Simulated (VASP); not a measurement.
# ZnS (I-4m2) in VASP: a series of runs

ZnS is run at these levels: PBE; tasks: single point.

Everything below comes from runs of VASP 6.6.1. Logs are shortened: lines on timing, memory, paths and dates and some standing lists are left out, and cuts for length are marked.

## Step 1: The cell of the first run

The structure is tetragonal, space group I-4m2 (No. 119). The conventional cell has a = 3.825 Å, b = 3.825 Å, c = 5.274 Å, α = 90.00°, β = 90.00°, γ = 90.00°. Zn (site symmetry -4m2) has 4 S at 2.32 Å within 3.1 Å. S (site symmetry -4m2) has 4 Zn at 2.32 Å within 3.1 Å.

## Step 2: Single point, PBE (strain -0.0250 x Voigt [1, 0, 0, 0, 0, 0])

Contents of INCAR:

```
ALGO = Normal ; EDIFF = 1E-7
ENCUT = 520 ; GGA = PE
ISIF = 2 ; ISMEAR = 0
LASPH = T ; LCHARG = F
LREAL = F ; LWAVE = F
NBANDS = 16 ; NELM = 80
PREC = Accurate ; SIGMA = 0.05
```

Contents of KPOINTS:

```
k-points
0
Gamma
  10 10 10
```

Contents of POSCAR:

```
ZnS
1.0
    0.0000000000      2.7046500000      2.7046500000
    2.6370337500      0.0000000000      2.7046500000
    2.6370337500      2.7046500000      0.0000000000
Zn S
1 1
Direct
    0.0000000000      0.0000000000      0.0000000000
    0.7500000000      0.7500000000      0.7500000000
```

Potentials or basis: VASP PAW PBE potentials, release 64 (Zn, S).

On the command line:

```
$ cat potpaw_PBE.64/Zn/POTCAR potpaw_PBE.64/S/POTCAR > POTCAR
$ mpirun -np 1 vasp_std > vasp.out
```

OUTCAR:

```text
EDIFF = 1E-7
   ENCUT = 520
   GGA = PE
   ISIF = 2
   ISMEAR = 0
   LASPH = T
   LREAL = F
   NELM = 80
   PREC = Accurate

 ion  position               nearest neighbor table
   1  0.000  0.000  0.000-   2 2.32   2 2.32   2 2.32   2 2.32
   2  0.750  0.750  0.750-   1 2.32   1 2.32   1 2.32   1 2.32

  LATTYP: Found a body centered tetragonal cell.
 ALAT       =     3.8249527115
 C/A-ratio  =     1.3788582233

  Lattice vectors:

 A1 = (  -2.6370337500,   0.0000000000,  -2.7046500000)
 A2 = (  -2.6370337500,   0.0000000000,   2.7046500000)
 A3 = (   2.6370337500,   2.7046500000,   0.0000000000)

Analysis of symmetry for initial positions (statically):
=====================================================================
 Subroutine PRICEL returns:
 Original cell was already a primitive cell.

 Routine SETGRP: Setting up the symmetry group for a
 body centered tetragonal supercell.

 Subroutine GETGRP returns: Found  8 space group operations
 (whereof  8 operations were pure point group operations)
 out of a pool of 16 trial point group operations.

The static configuration has the point symmetry D_2d.

Analysis of symmetry for dynamics (positions and initial velocities):
=====================================================================
 Subroutine PRICEL returns:
 Original cell was already a primitive cell.

 Routine SETGRP: Setting up the symmetry group for a
 body centered tetragonal supercell.

 Subroutine GETGRP returns: Found  8 space group operations
 (whereof  8 operations were pure point group operations)
 out of a pool of 16 trial point group operations.

The dynamic configuration has the point symmetry D_2d.

 Subroutine INISYM returns: Found  8 space group operations
 (whereof  8 operations are pure point group operations),
 and found     1 'primitive' translations

----------------------------------------------------------------------------------------

                                     Primitive cell

  volume of cell :      38.5805

  direct lattice vectors                    reciprocal lattice vectors
     0.000000000  2.704650000  2.704650000    -0.189606978  0.184866803  0.184866803
     2.637033750  0.000000000  2.704650000     0.189606978 -0.184866803  0.184866803
     2.637033750  2.704650000  0.000000000     0.189606978  0.184866803 -0.184866803

  length of vectors
     3.824952711  3.777443397  3.777443397     0.322958629  0.322958629  0.322958629

  position of ions in fractional coordinates (direct lattice)
     0.000000000  0.000000000  0.000000000
     0.750000000  0.750000000  0.750000000

  ion indices of the primitive-cell ions
   primitive index   ion index
                 1           1
                 2           2

----------------------------------------------------------------------------------------

 KPOINTS: k-points

Automatic generation of k-mesh.
 Grid dimensions read from file:
 generate k-points for:   10   10   10

 Generating k-lattice:

  Cartesian coordinates                     Fractional coordinates (reciprocal lattice)
    -0.018960698  0.018486680  0.018486680     0.100000000 -0.000000000 -0.000000000
     0.018960698 -0.018486680  0.018486680     0.000000000  0.100000000  0.000000000
     0.018960698  0.018486680 -0.018486680     0.000000000  0.000000000  0.100000000

  Length of vectors
     0.032295863  0.032295863  0.032295863

  Shift w.r.t. Gamma in fractional coordinates (k-lattice)
     0.000000000  0.000000000  0.000000000

 Subroutine IBZKPT returns following result:
 ===========================================

 Found    102 irreducible k-points:

 Following reciprocal coordinates:
            Coordinates               Weight
  0.000000  0.000000  0.000000      1.000000
  0.100000  0.000000  0.000000      8.000000
  0.200000  0.000000  0.000000      8.000000
  0.300000  0.000000  0.000000      8.000000
  0.400000  0.000000  0.000000      8.000000
  0.500000  0.000000  0.000000      4.000000
[... 16 lines left out ...]
  0.300000  0.300000  0.000000      4.000000
  0.400000  0.300000 -0.000000     16.000000
 [... further k-points ...]
   k-points           NKPTS =    102   k-points in BZ     NKDIM =    102   number of bands    NBANDS=     16
   number of dos      NEDOS =    301   number of ions     NIONS =      2
   total plane-waves  NPLWV =  21952
   dimension x,y,z NGX =    28 NGY =   28 NGZ =   28
   dimension x,y,z NGXF=    56 NGYF=   56 NGZF=   56
   ions per type =               1   1
   NGX,Y,Z   is equivalent  to a cutoff of  12.17, 12.32, 12.32 a.u.
   NGXF,Y,Z  is equivalent  to a cutoff of  24.34, 24.65, 24.65 a.u.
 SYSTEM =  unknown system
   PREC   = accura    normal or accurate (medium, high low for compatibility)
   ISTART =      0    job   : 0-new  1-cont  2-samecut
   ICHARG =      2    charge: 1-file 2-atom 10-const
   ISPIN  =      1    spin polarized calculation?
   LNONCOLLINEAR =      F non collinear calculations
   LSORBIT =      F    spin-orbit coupling
   LASPH  =      T    aspherical Exc in radial PAW
   ENCUT  =  520.0 eV  38.22 Ry    6.18 a.u.   7.11  7.02  7.02*2*pi/ulx,y,z
   NELM   =     80;   NELMIN=  2; NELMDL= -5     # of ELM steps
   EDIFF  = 0.1E-06   stopping-criterion for ELM
   LREAL  =      F    real-space projection
   EDIFFG = 0.1E-05   stopping-criterion for IOM
   NSW    =      0    number of steps for IOM
   IBRION =     -1    ionic relax: 0-MD 1-quasi-New 2-CG
   NFREE  =      0    steps in history (QN), initial steepest desc. (CG)
   ISIF   =      2    stress and relaxation
   ISYM   =      2    0-nonsym 1-usesym 2-fastsym
   POTIM  = 0.5000    time-step for ionic-motion
   TEBEG  =    0.0;   TEEND  =   0.0 temperature during run
   PSTRESS=    0.0 pullay stress
   NELECT =      18.0000    total number of electrons
   NUPDOWN=      -1.0000    fix difference up-down
   EMIN   =  10.00;   EMAX   =-10.00  energy-range for DOS
   EFERMI =   0.00;   METHOD = LEGACY
   ISMEAR =     0;   SIGMA  =   0.05  broadening in eV -4-tet -1-fermi 0-gaus
   EFERMI_NEDOS =   21; number of points for ismear=-14 and -15
   IALGO  =     38    algorithm
   IMIX   =      4    mixing-type and parameters
     AMIX     =   0.40;   BMIX     =  1.00
     AMIX_MAG =   1.60;   BMIX_MAG =  1.00
  volume/ion in A,a.u.               =      19.29       130.18
  Fermi-wavevector in a.u.,A,eV,Ry     =   1.269725  2.399433 21.935339  1.612202
  Thomas-Fermi vector in A             =   2.402751
   LORBIT       =      0    0 simple, 1 ext, 2 COOP (PROOUT), +10 PAW based schemes
   GGA     = PE    functional components
   LHFCALC =     F    Hartree Fock is set to
   AEXX    =    0.0000 exact exchange contribution
   IVDW    =     0    specifies the selected vdW correction
   LEPSILON=     F    determine dielectric tensor
   LRPA    =     F    only Hartree local field effects (RPA)
 non-spin polarized calculation
 Gauss-broadening in eV      SIGMA  =   0.05
  energy-cutoff  :      520.00
  volume of cell :       38.58
 maximum number of plane-waves:      1050
   NGX = 15   NGY = 13   NGZ = 13

 number of electron      18.0000016 magnetization

 Free energy of the ion-electron system (eV)
  ---------------------------------------------------
  ext. energy  EPLUGINS =         0.00000000
  ---------------------------------------------------
  free energy    TOTEN  =        -6.83083205 eV

  energy without entropy =       -6.83083205  energy(sigma->0) =       -6.83083205

 E-fermi :   2.5763     XC(G=0):  -9.7365

 val. band max:        2.3740154667   @ k =   0.0000   0.0000   0.0000
 cond. band min:       4.5289249299   @ k =   0.0000   0.0000   0.0000
 fundamental gap:      2.1549094633
 Fermi energy:         2.5762635827

 k-point     1 :       0.0000    0.0000    0.0000
  band No.  band energies     occupation
      1     -10.9796      2.00000
      2      -4.1164      2.00000
      3      -4.1164      2.00000
      4      -4.1015      2.00000
      5      -3.5914      2.00000
      6      -3.5833      2.00000
[... 8 lines left out ...]
     15      14.2255      0.00000
     16      14.3912      0.00000

 k-point     2 :       0.1000    0.0000    0.0000
  band No.  band energies     occupation
      1     -10.9011      2.00000
      2      -4.1150      2.00000
      3      -4.1024      2.00000
      4      -4.0896      2.00000
      5      -3.5922      2.00000
      6      -3.5852      2.00000
[... 8 lines left out ...]
     15      13.8106      0.00000
     16      14.9124      0.00000

 k-point     3 :       0.2000    0.0000    0.0000
  band No.  band energies     occupation
      1     -10.6839      2.00000
      2      -4.0998      2.00000
      3      -4.0679      2.00000
      4      -4.0536      2.00000
      5      -3.5905      2.00000
      6      -3.5869      2.00000
[... 8 lines left out ...]
     15      13.3233      0.00000
     16      14.9460      0.00000

 k-point     4 :       0.3000    0.0000    0.0000
  band No.  band energies     occupation
      1     -10.3881      2.00000
      2      -4.0318      2.00000
      3      -4.0235      2.00000
      4      -4.0053      2.00000
      5      -3.5808      2.00000
      6      -3.5789      2.00000
[... 8 lines left out ...]
     15      13.6046      0.00000
     16      14.3830      0.00000
[... 324 lines left out ...]
 k-point    22 :      -0.2000    0.2000   -0.0000
  band No.  band energies     occupation
      1     -10.2850      2.00000
      2      -4.0225      2.00000
      3      -4.0014      2.00000
      4      -3.9799      2.00000
      5      -3.6102      2.00000
      6      -3.5432      2.00000
[... 8 lines left out ...]
     15      15.3346      0.00000
     16      17.0303      0.00000

 k-point    23 :       0.3000    0.3000    0.0000
  band No.  band energies     occupation
      1     -10.2001      2.00000
      2      -4.1797      2.00000
      3      -3.9115      2.00000
      4      -3.8856      2.00000
      5      -3.6266      2.00000
      6      -3.5350      2.00000
[... 8 lines left out ...]
     15      15.2264      0.00000
     16      19.2187      0.00000

 k-point    24 :       0.4000    0.3000   -0.0000
  band No.  band energies     occupation
      1      -9.9898      2.00000
      2      -4.1463      2.00000
      3      -3.8613      2.00000
      4      -3.8329      2.00000
      5      -3.5732      2.00000
      6      -3.5264      2.00000
[... 8 lines left out ...]
     15      15.7405      0.00000
     16      18.2885      0.00000

 [... further k-points ...]
[... 5 lines left out ...]
  --------------------------------------------------------------------------------------
  -------------------------------------------------------------------------------------
  Total        1.0068638      0.7800238      0.7800238      0.0000000      0.0000000      0.0000000
  in kB       41.8132063     32.3929600     32.3929600      0.0000000      0.0000000      0.0000000
  external PRESSURE =      35.5330421 kB  Pullay stress =       0.0000000 kB

 VOLUME and BASIS-vectors are now :
 -----------------------------------------------------------------------------
  energy-cutoff  :      520.00
  volume of cell :       38.58
      direct lattice vectors                 reciprocal lattice vectors
     0.000000000  2.704650000  2.704650000    -0.189606978  0.184866803  0.184866803
     2.637033750  0.000000000  2.704650000     0.189606978 -0.184866803  0.184866803
     2.637033750  2.704650000  0.000000000     0.189606978  0.184866803 -0.184866803

 POSITION                                       TOTAL-FORCE (eV/Angst)
 -----------------------------------------------------------------------------------
      0.00000      0.00000      0.00000         0.000000      0.000000      0.000000
      3.95555      4.05697      4.05697        -0.000000     -0.000000     -0.000000
 -----------------------------------------------------------------------------------
    total drift:                               -0.000001     -0.000001     -0.000001

  FREE ENERGIE OF THE ION-ELECTRON SYSTEM (eV)
  ---------------------------------------------------
  free  energy   TOTEN  =        -6.8308320538 eV

  energy  without entropy=       -6.8308320538  energy(sigma->0) =       -6.83083205
```

It took 41 s on 1 thread of Intel Xeon Platinum 8488C (Sapphire Rapids), shared host; peak memory 0.2 GiB.

What came out:

```yaml
Free_energy: -6.8308 eV
Pressure: 3.6 GPa
Band_gap_on_the_k_mesh: 2.15 eV, direct
```

Stress tensor (GPa, compression positive):
```
4.18 0.00 0.00
0.00 3.24 0.00
0.00 0.00 3.24
```

Caveat: the cell differs from its parent crystal (strain -0.0250 x Voigt [1, 0, 0, 0, 0, 0]).

## Step 3: Single point, PBE (strain +0.0250 x Voigt [1, 0, 0, 0, 0, 0])

Contents of INCAR:

```
SYSTEM = ZnS
PREC = Accurate
ENCUT = 520
EDIFF = 1E-6
ISMEAR = 0
SIGMA = 0.05
LREAL = .FALSE.
LASPH = .TRUE.
NELM = 80
ALGO = Normal
ISIF = 2
LWAVE = .FALSE.
LCHARG = .FALSE.
GGA = PE
NBANDS = 16
```

Contents of KPOINTS:

```
regular mesh
0
G
  10 10 10
  0 0 0
```

Contents of POSCAR:

```
ZnS
1.0
    0.0000000000      2.7046500000      2.7046500000
    2.7722662500      0.0000000000      2.7046500000
    2.7722662500      2.7046500000      0.0000000000
Zn S
1 1
Direct
    0.0000000000      0.0000000000      0.0000000000
    0.7500000000      0.7500000000      0.7500000000
```

Potentials or basis: VASP PAW PBE potentials, release 64 (Zn, S).

On the command line:

```
$ cat potpaw_PBE.64/Zn/POTCAR potpaw_PBE.64/S/POTCAR > POTCAR
$ mpirun -np 1 vasp_std > vasp.out
```

Run time: 49 s. Hardware: 1 thread of Intel Xeon Platinum 8488C (Sapphire Rapids), shared host; peak memory 0.21 GiB.

Results (log left out):

```
Free energy            : -6.8504 eV
Pressure               : -0.3 GPa
Band gap on the k mesh : 1.96 eV, direct
```

Stress tensor (GPa, compression positive):
```
-0.96  0.00  0.00
 0.00  0.09  0.00
 0.00  0.00  0.09
```

Levels at points of the mesh, in eV from the valence-band top:
```tsv
k point	band 6	band 7	band 8	band 9	band 10	band 11	band 12	band 13
(0.00, 0.00, 0.00)	-5.79	-0.09	0.00	0.00	1.96	6.39	6.39	6.39
(0.50, 0.00, 0.00)	-5.60	-5.14	-0.92	-0.79	3.22	6.82	7.02	8.74
(0.50, 0.50, 0.00)	-5.58	-4.43	-2.21	-2.16	3.40	3.97	10.84	11.61
(0.00, 0.50, 0.50)	-5.62	-4.57	-2.06	-2.06	3.52	4.20	10.58	11.78
```

Caveat: the cell differs from its parent crystal (strain +0.0250 x Voigt [1, 0, 0, 0, 0, 0]).

## Step 4: Single point, PBE (strain +0.0500 x Voigt [1, 0, 0, 0, 0, 0])

Contents of INCAR:

```
SYSTEM = ZnS
ALGO = Normal
EDIFF = 1E-6
ENCUT = 520
GGA = PE
ISIF = 2
ISMEAR = 0
LASPH = .True.
LCHARG = .True.
LELF = .True.
LREAL = .False.
LVHAR = .True.
LWAVE = .False.
NBANDS = 16
NELM = 80
PREC = Accurate
SIGMA = 0.05
```

Contents of KPOINTS:

```
k-points
0
Gamma
  10 10 10
  0 0 0
```

Contents of POSCAR:

```
ZnS
1.0
    0.0000000000      2.7046500000      2.7046500000
    2.8398825000      0.0000000000      2.7046500000
    2.8398825000      2.7046500000      0.0000000000
Zn S
1 1
Direct
    0.0000000000      0.0000000000      0.0000000000
    0.7500000000      0.7500000000      0.7500000000
```

On the command line:

```
$ cat potpaw_PBE.64/Zn/POTCAR potpaw_PBE.64/S/POTCAR > POTCAR
$ mpirun -np 1 vasp_std > vasp.out
```

Run time: 51 s. Hardware: 1 thread of Intel Xeon Platinum 8488C (Sapphire Rapids), shared host; peak memory 0.2 GiB.

Results (log left out):

- Free energy: -6.8372 eV
- Pressure: -1.9 GPa
- Band gap on the k mesh: 1.82 eV, direct

Stress tensor (GPa, compression positive):
```
-3.33  0.00  0.00
 0.00 -1.13  0.00
 0.00  0.00 -1.13
```

Levels at points of the mesh, in eV from the valence-band top:
| k point | band 7 | band 8 | band 9 | band 10 | band 11 | band 12 |
| --- | --- | --- | --- | --- | --- | --- |
| (0.00, 0.00, 0.00) | -0.18 | 0.00 | 0.00 | 1.82 | 6.38 | 6.38 |
| (0.50, 0.00, 0.00) | -5.01 | -0.98 | -0.72 | 3.12 | 6.74 | 7.10 |
| (0.50, 0.50, 0.00) | -4.32 | -2.21 | -2.12 | 3.39 | 3.86 | 10.71 |
| (0.00, 0.50, 0.50) | -4.60 | -1.93 | -1.93 | 3.63 | 4.31 | 10.22 |

Caveat: the cell differs from its parent crystal (strain +0.0500 x Voigt [1, 0, 0, 0, 0, 0]).

## Step 5: The runs side by side

```tsv
cell	gap on the mesh (eV)	pressure (GPa)
a = 3.825, b = 3.777, c = 3.777 Å, angles 60.8, 59.6, 59.6°, 2 atoms	2.15	3.6
a = 3.825, b = 3.873, c = 3.873 Å, angles 59.2, 60.4, 60.4°, 2 atoms	1.96	-0.3
a = 3.825, b = 3.922, c = 3.922 Å, angles 58.4, 60.8, 60.8°, 2 atoms	1.82	-1.9
```

Alike in all rows: task single point; level PBE; potentials or basis VASP PAW PBE potentials, release 64 (Zn, S); no spin polarisation; k mesh 10 × 10 × 10; cutoff (eV) 520; smearing gaussian 0.05 eV.

Total energies depend on the potentials used, so only differences within one code and one set of settings carry meaning.
